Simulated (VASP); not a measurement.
A run of VASP 6.6.1 is set up as follows.

The input INCAR:

```
PREC = Accurate
ENCUT = 520
EDIFF = 1E-7
ISMEAR = 0
SIGMA = 0.15
LREAL = False
LASPH = True
NELM = 150
ALGO = Normal
ISIF = 2
LWAVE = False
LCHARG = True
ISPIN = 2
MAGMOM = 0 0.19 0.19 0.19
LORBIT = 11
LMAXMIX = 4
GGA = PS
LELF = True
LVHAR = True
NBANDS = 26
```

Contents of KPOINTS:

```
Automatic mesh
0
Gamma
  12 12 12
```

File POSCAR:

```
TaO3
1.0
    3.7270945855      0.0000000000      0.0000000000
    0.0000000000      3.7270945855      0.0000000000
    0.0000000000      0.0000000000      4.0822866995
Ta O
1 3
Direct
    0.5000000000      0.5000000000      0.5000000000
    0.0000000000      0.5000000000      0.5000000000
    0.5000000000      0.5000000000      0.0000000000
    0.5000000000      0.0000000000      0.5000000000
```

Potentials or basis: VASP PAW PBE potentials, release 64 (Ta_pv, O).

Command:

```sh
$ cat potpaw_PBE.64/Ta_pv/POTCAR potpaw_PBE.64/O/POTCAR > POTCAR
$ mpirun -np 1 vasp_std > vasp.out
```

Predict the site moments.

Ta -0.08; O +0.18, +0.43 μB.

Predict the net moment.

0.86 μB per cell.

What does it give for the pressure?

19.9 GPa.

Stress tensor (GPa, compression positive):
```
 35.01   0.00   0.00
  0.00  35.01   0.00
  0.00   0.00 -10.34
```

Caveat: the PAW data sets were made with another functional, which shifts forces and pressure a little.
